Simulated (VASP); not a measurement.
# Ca (I4/mmm) in VASP: single point with r2SCAN

Aim: the single point of Ca with r2SCAN.

Everything below comes from runs of VASP 6.6.1. Logs are shortened: lines on timing, memory, paths and dates and some standing lists are left out, and cuts for length are marked.

### 1 The cell of the first run

The structure is tetragonal, space group I4/mmm (No. 139). The conventional cell has a = 4.232 Å, b = 4.232 Å, c = 4.609 Å, α = 90.00°, β = 90.00°, γ = 90.00°. Within 5.0 Å of Ca (site symmetry 4/mmm) lie 14 Ca at 3.78 to 4.61 Å.

### 2 Single point, r2SCAN (strained)

File POSCAR:

```
Ca
1.0
   -2.1157838448      2.1157838448      2.3047126874
    2.1157838448     -2.1157838448      2.3047126874
    2.1157838448      2.1157838448     -2.3047126874
Ca
1
Direct
    0.5000000000      0.5000000000      0.0000000000
```

File INCAR.step1:

```
ALGO = Normal
EDIFF = 1E-4
ENCUT = 520
GGA = PE
ISMEAR = 0
LASPH = T
LCHARG = F
LREAL = F
LWAVE = T
NBANDS = 11
NELM = 100
PREC = Accurate
SIGMA = 0.1
```

File INCAR.step2:

```
ALGO = Normal
EDIFF = 1E-6
ENCUT = 520
ISIF = 2
ISMEAR = 0
ISTART = 1
LASPH = T
LCHARG = T
LELF = T
LMIXTAU = T
LREAL = F
LVHAR = T
LWAVE = F
METAGGA = R2SCAN
NBANDS = 11
NELM = 100
PREC = Accurate
SIGMA = 0.1
```

File KPOINTS:

```
k-points
0
Gamma
  14 14 14
```

Potentials or basis: VASP PAW PBE potentials, release 64 (Ca_sv).

The run is started by

```sh
cat potpaw_PBE.64/Ca_sv/POTCAR > POTCAR
cp INCAR.step1 INCAR
mpirun -np 1 vasp_std > vasp.out
cp INCAR.step2 INCAR
mpirun -np 1 vasp_std > vasp.out
```

OUTCAR:

```text
EDIFF = 1E-6
   ENCUT = 520
   ISIF = 2
   ISMEAR = 0
   ISTART = 1
   LASPH = T
   LREAL = F
   METAGGA = R2SCAN
   NELM = 100
   PREC = Accurate

 ion  position               nearest neighbor table
   1  0.500  0.500  0.000-

  LATTYP: Found a body centered tetragonal cell.
 ALAT       =     4.2315676896
 C/A-ratio  =     1.0892949642

  Lattice vectors:

 A1 = (  -2.1157838448,   2.1157838448,   2.3047126874)
 A2 = (   2.1157838448,  -2.1157838448,   2.3047126874)
 A3 = (   2.1157838448,   2.1157838448,  -2.3047126874)

Analysis of symmetry for initial positions (statically):
=====================================================================
 Subroutine PRICEL returns:
 Original cell was already a primitive cell.

 Routine SETGRP: Setting up the symmetry group for a
 body centered tetragonal supercell.

 Subroutine GETGRP returns: Found 16 space group operations
 (whereof 16 operations were pure point group operations)
 out of a pool of 16 trial point group operations.

The static configuration has the point symmetry D_4h.

Analysis of symmetry for dynamics (positions and initial velocities):
=====================================================================
 Subroutine PRICEL returns:
 Original cell was already a primitive cell.

 Routine SETGRP: Setting up the symmetry group for a
 body centered tetragonal supercell.

 Subroutine GETGRP returns: Found 16 space group operations
 (whereof 16 operations were pure point group operations)
 out of a pool of 16 trial point group operations.

The dynamic configuration has the point symmetry D_4h.

 Subroutine INISYM returns: Found 16 space group operations
 (whereof 16 operations are pure point group operations),
 and found     1 'primitive' translations

----------------------------------------------------------------------------------------

                                     Primitive cell

  volume of cell :      41.2686

  direct lattice vectors                    reciprocal lattice vectors
    -2.115783845  2.115783845  2.304712687     0.000000000  0.236319037  0.216946782
     2.115783845 -2.115783845  2.304712687     0.236319037  0.000000000  0.216946782
     2.115783845  2.115783845 -2.304712687     0.236319037  0.236319037  0.000000000

  length of vectors
     3.776874783  3.776874783  3.776874783     0.320799927  0.320799927  0.334205587

  position of ions in fractional coordinates (direct lattice)
     0.500000000  0.500000000  0.000000000

  ion indices of the primitive-cell ions
   primitive index   ion index
                 1           1

----------------------------------------------------------------------------------------

 KPOINTS: k-points

Automatic generation of k-mesh.
 Grid dimensions read from file:
 generate k-points for:   14   14   14

 Generating k-lattice:

  Cartesian coordinates                     Fractional coordinates (reciprocal lattice)
     0.000000000  0.016879931  0.015496199     0.071428571  0.000000000  0.000000000
     0.016879931  0.000000000  0.015496199     0.000000000  0.071428571  0.000000000
     0.016879931  0.016879931  0.000000000     0.000000000  0.000000000  0.071428571

  Length of vectors
     0.022914280  0.022914280  0.023871828

  Shift w.r.t. Gamma in fractional coordinates (k-lattice)
     0.000000000  0.000000000  0.000000000

 Subroutine IBZKPT returns following result:
 ===========================================

 Found    244 irreducible k-points:

 Following reciprocal coordinates:
            Coordinates               Weight
  0.000000  0.000000  0.000000      1.000000
  0.071429  0.000000  0.000000      8.000000
  0.142857 -0.000000  0.000000      8.000000
  0.214286  0.000000 -0.000000      8.000000
  0.285714  0.000000  0.000000      8.000000
  0.357143  0.000000  0.000000      8.000000
[... 16 lines left out ...]
  0.214286  0.142857  0.000000     16.000000
  0.285714  0.142857  0.000000     16.000000
 [... further k-points ...]
   k-points           NKPTS =    244   k-points in BZ     NKDIM =    244   number of bands    NBANDS=     11
   number of dos      NEDOS =    301   number of ions     NIONS =      1
   total plane-waves  NPLWV =  21952
   dimension x,y,z NGX =    28 NGY =   28 NGZ =   28
   dimension x,y,z NGXF=    56 NGYF=   56 NGZF=   56
   ions per type =               1
   NGX,Y,Z   is equivalent  to a cutoff of  12.32, 12.32, 12.32 a.u.
   NGXF,Y,Z  is equivalent  to a cutoff of  24.65, 24.65, 24.65 a.u.
 SYSTEM =  unknown system
   PREC   = accura    normal or accurate (medium, high low for compatibility)
   ISTART =      1    job   : 0-new  1-cont  2-samecut
   ICHARG =      0    charge: 1-file 2-atom 10-const
   ISPIN  =      1    spin polarized calculation?
   LNONCOLLINEAR =      F non collinear calculations
   LSORBIT =      F    spin-orbit coupling
   LASPH  =      T    aspherical Exc in radial PAW
   ENCUT  =  520.0 eV  38.22 Ry    6.18 a.u.   7.02  7.02  7.02*2*pi/ulx,y,z
   NELM   =    100;   NELMIN=  2; NELMDL=  0     # of ELM steps
   EDIFF  = 0.1E-05   stopping-criterion for ELM
   LREAL  =      F    real-space projection
   EDIFFG = 0.1E-04   stopping-criterion for IOM
   NSW    =      0    number of steps for IOM
   IBRION =     -1    ionic relax: 0-MD 1-quasi-New 2-CG
   NFREE  =      0    steps in history (QN), initial steepest desc. (CG)
   ISIF   =      2    stress and relaxation
   ISYM   =      2    0-nonsym 1-usesym 2-fastsym
   POTIM  = 0.5000    time-step for ionic-motion
   TEBEG  =    0.0;   TEEND  =   0.0 temperature during run
   PSTRESS=    0.0 pullay stress
   NELECT =      10.0000    total number of electrons
   NUPDOWN=      -1.0000    fix difference up-down
   EMIN   =  10.00;   EMAX   =-10.00  energy-range for DOS
   EFERMI =   0.00;   METHOD = LEGACY
   ISMEAR =     0;   SIGMA  =   0.10  broadening in eV -4-tet -1-fermi 0-gaus
   EFERMI_NEDOS =   21; number of points for ismear=-14 and -15
   IALGO  =     38    algorithm
   IMIX   =      4    mixing-type and parameters
     AMIX     =   0.40;   BMIX     =  1.00
     AMIX_MAG =   1.60;   BMIX_MAG =  1.00
  volume/ion in A,a.u.               =      41.27       278.49
  Fermi-wavevector in a.u.,A,eV,Ry     =   1.020630  1.928711 14.172996  1.041686
  Thomas-Fermi vector in A             =   2.154210
   LORBIT       =      0    0 simple, 1 ext, 2 COOP (PROOUT), +10 PAW based schemes
   METAGGA = R2SCAN    functional components
   LHFCALC =     F    Hartree Fock is set to
   AEXX    =    0.0000 exact exchange contribution
   IVDW    =     0    specifies the selected vdW correction
   LEPSILON=     F    determine dielectric tensor
   LRPA    =     F    only Hartree local field effects (RPA)
 non-spin polarized calculation
 Gauss-broadening in eV      SIGMA  =   0.10
  energy-cutoff  :      520.00
  volume of cell :       41.27
 maximum number of plane-waves:      1136
   NGX = 13   NGY = 13   NGZ = 13

 number of electron       9.9999999 magnetization

 Free energy of the ion-electron system (eV)
  ---------------------------------------------------
  ext. energy  EPLUGINS =         0.00000000
  ---------------------------------------------------
  free energy    TOTEN  =        -7.01449603 eV

  energy without entropy =       -7.00774676  energy(sigma->0) =       -7.01112140

 E-fermi :   2.1271     XC(G=0):  -8.2910

 val. band max:        2.1142438989   @ k =  -0.2143   0.5000   0.1429
 cond. band min:       2.1331232992   @ k =   0.4286   0.0714   0.0000
 fundamental gap:      0.0188794003
 Fermi energy:         2.1270858650

 k-point     1 :       0.0000    0.0000    0.0000
  band No.  band energies     occupation
      1     -41.6379      2.00000
      2     -21.6656      2.00000
      3     -21.6656      2.00000
      4     -21.6535      2.00000
      5      -2.2353      2.00000
      6       4.7303      0.00000
      7       4.7303      0.00000
      8       5.1174      0.00000
      9       5.6815      0.00000
     10       6.1635      0.00000
     11      12.4727      0.00000

 k-point     2 :       0.0714    0.0000    0.0000
  band No.  band energies     occupation
      1     -41.6370      2.00000
      2     -21.6711      2.00000
      3     -21.6679      2.00000
      4     -21.6561      2.00000
      5      -2.1381      2.00000
      6       4.6892      0.00000
      7       4.7371      0.00000
      8       5.1236      0.00000
      9       5.6306      0.00000
     10       6.1321      0.00000
     11      12.5034      0.00000

 k-point     3 :       0.1429   -0.0000    0.0000
  band No.  band energies     occupation
      1     -41.6347      2.00000
      2     -21.6920      2.00000
      3     -21.6746      2.00000
      4     -21.6580      2.00000
      5      -1.8515      2.00000
      6       4.5030      0.00000
      7       4.6658      0.00000
      8       5.2486      0.00000
      9       5.5557      0.00000
     10       6.0775      0.00000
     11      12.1630      0.00000

 k-point     4 :       0.2143    0.0000   -0.0000
  band No.  band energies     occupation
      1     -41.6313      2.00000
      2     -21.7241      2.00000
      3     -21.6841      2.00000
      4     -21.6584      2.00000
      5      -1.3903      2.00000
      6       4.1128      0.00000
      7       4.4858      0.00000
      8       5.5545      0.00000
      9       5.5682      0.00000
     10       6.0518      0.00000
     11      11.0857      0.00000

 k-point     5 :       0.2857    0.0000    0.0000
  band No.  band energies     occupation
      1     -41.6275      2.00000
      2     -21.7599      2.00000
      3     -21.6948      2.00000
      4     -21.6585      2.00000
      5      -0.7806      2.00000
      6       3.5930      0.00000
      7       4.2794      0.00000
      8       5.6243      0.00000
      9       5.9796      0.00000
     10       6.0871      0.00000
     11       9.9303      0.00000
[... 211 lines left out ...]
 k-point    21 :      -0.0714    0.0714    0.0000
  band No.  band energies     occupation
      1     -41.6370      2.00000
      2     -21.6735      2.00000
      3     -21.6660      2.00000
      4     -21.6565      2.00000
      5      -2.1298      2.00000
      6       4.6468      0.00000
      7       4.8053      0.00000
      8       5.0621      0.00000
      9       5.6960      0.00000
     10       6.0899      0.00000
     11      12.6125      0.00000

 k-point    22 :       0.1429    0.1429    0.0000
  band No.  band energies     occupation
      1     -41.6296      2.00000
      2     -21.7354      2.00000
      3     -21.6877      2.00000
      4     -21.6636      2.00000
      5      -1.1513      2.00000
      6       3.9766      0.00000
      7       4.3494      0.00000
      8       5.4973      0.00000
      9       5.7494      0.00000
     10       6.1072      0.00000
     11      11.0550      0.00000

 k-point    23 :       0.2143    0.1429    0.0000
  band No.  band energies     occupation
      1     -41.6262      2.00000
      2     -21.7626      2.00000
      3     -21.7003      2.00000
      4     -21.6655      2.00000
      5      -0.5659      2.00000
      6       3.5569      0.00000
      7       4.1163      0.00000
      8       5.6052      0.00000
      9       5.9625      0.00000
     10       6.2727      0.00000
     11       9.9653      0.00000

 k-point    24 :       0.2857    0.1429    0.0000
  band No.  band energies     occupation
      1     -41.6231      2.00000
      2     -21.7868      2.00000
      3     -21.7128      2.00000
      4     -21.6668      2.00000
      5       0.1309      2.00000
      6       3.0681      0.00000
      7       3.9184      0.00000
      8       5.6856      0.00000
      9       6.0176      0.00000
     10       6.6831      0.00000
     11       8.9627      0.00000

 [... further k-points ...]

------------------------ aborting loop because EDIFF is reached ----------------------------------------

  FORCE on cell =-STRESS in cart. coord.  units (eV):
  Direction    XX          YY          ZZ          XY          YZ          ZX
  --------------------------------------------------------------------------------------
  -------------------------------------------------------------------------------------
  Total        0.2126926      0.2126926      0.2893444      0.0000000      0.0000000      0.0000000
  in kB        8.2574056      8.2574056     11.2332715      0.0000000      0.0000000      0.0000000
  external PRESSURE =       9.2493609 kB  Pullay stress =       0.0000000 kB

 VOLUME and BASIS-vectors are now :
 -----------------------------------------------------------------------------
  energy-cutoff  :      520.00
  volume of cell :       41.27
      direct lattice vectors                 reciprocal lattice vectors
    -2.115783845  2.115783845  2.304712687     0.000000000  0.236319037  0.216946782
     2.115783845 -2.115783845  2.304712687     0.236319037  0.000000000  0.216946782
     2.115783845  2.115783845 -2.304712687     0.236319037  0.236319037  0.000000000

 POSITION                                       TOTAL-FORCE (eV/Angst)
 -----------------------------------------------------------------------------------
      0.00000      0.00000      2.30471         0.000000     -0.000000      0.000000
 -----------------------------------------------------------------------------------
    total drift:                                0.000000     -0.000000      0.000000

  FREE ENERGIE OF THE ION-ELECTRON SYSTEM (eV)
  ---------------------------------------------------
  free  energy   TOTEN  =        -7.0144960337 eV

  energy  without entropy=       -7.0077467650  energy(sigma->0) =       -7.01112140
```

Wall time 3.2 min (1 thread of AMD EPYC 9R45 (Zen 5), shared host); peak memory 0.22 GiB.

Results:

- Free energy: -7.0145 eV
- Pressure: 0.9 GPa
- Band gap on the k mesh: zero (bands 5 and 6 overlap by 0.45 eV)

Caveat: the cell differs from its parent crystal (strained); the PAW data sets were made with another functional, which shifts forces and pressure a little.
